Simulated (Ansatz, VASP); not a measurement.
## Sc in VASP and in Ansatz

INCAR

```
ALGO = Normal
EDIFF = 1E-6
ENCUT = 500
GGA = PE
GGA_COMPAT = False
ISIF = 2
ISMEAR = -1
ISPIN = 2
LASPH = True
LCHARG = True
LELF = True
LMAXMIX = 4
LORBIT = 11
LREAL = False
LVHAR = True
LWAVE = False
MAGMOM = 0.602
NBANDS = 16
NELM = 200
PREC = Accurate
SIGMA = 0.05
```

Contents of KPOINTS:

```
k-points
0
Gamma
  17 17 17
```

The input POSCAR:

```
Sc
1.0
    2.9749164504      0.0000000000      0.0000000000
    0.0000000000      2.9749164504      0.0000000000
    0.0000000000      0.0000000000      2.9749164504
Sc
1
Direct
    0.0000000000      0.0000000000      0.0000000000
```

Input for Ansatz:

```yaml
crystal:
  lattice:
    - [2.9749164493, 0.0, 0.0]
    - [0.0, 2.9749164493, 0.0]
    - [0.0, 0.0, 2.9749164493]
  atoms:
    - { symbol: Sc, position: [0.0, 0.0, 0.0], spin: 0.602 }
hamiltonian:
  xc: pbe
  pseudopotentials:
    kind: paw
    azcp:
      Sc: "pseudopotentials/Sc.paw.azcp"
basis:
  ecutwfc: 420
  fft_grid_basis: typed
kpoints:
  mp_grid: { grid: [17, 17, 17], shift: [0, 0, 0] }
magnetization:
  spin_polarized: true
scf:
  occupations: { method: fermi_dirac, width: 0.05 }
output:
  write_density: true
  write_potential: true
  elf: true
  volumetric_format: npy
```

Alike in both runs: task single point; functional PBE; k mesh 17 × 17 × 17; occupations fermi-dirac, width 0.05 eV; collinear spin.

|  | VASP | Ansatz |
| --- | --- | --- |
| version | VASP 6.6.1 | Ansatz 0.2.0 |
| potentials or method | VASP PAW PBE potentials, release 64 (Sc_sv), cutoff 500 eV | plane waves (420 eV) with PAW, scalar-relativistic |
| valence electrons in the cell | 11 | 11 |

VASP gave:

```
net moment per atom (μB)                                      : 0.84
size of the moment on the site where the two differ most (μB) : 0.61
```

Problem. Which values does Ansatz return?

Solution. net moment per atom (μB): 0.84; size of the moment on the site where the two differ most (μB): 0.60.

Site moments also hang on the region over which each program counts them.
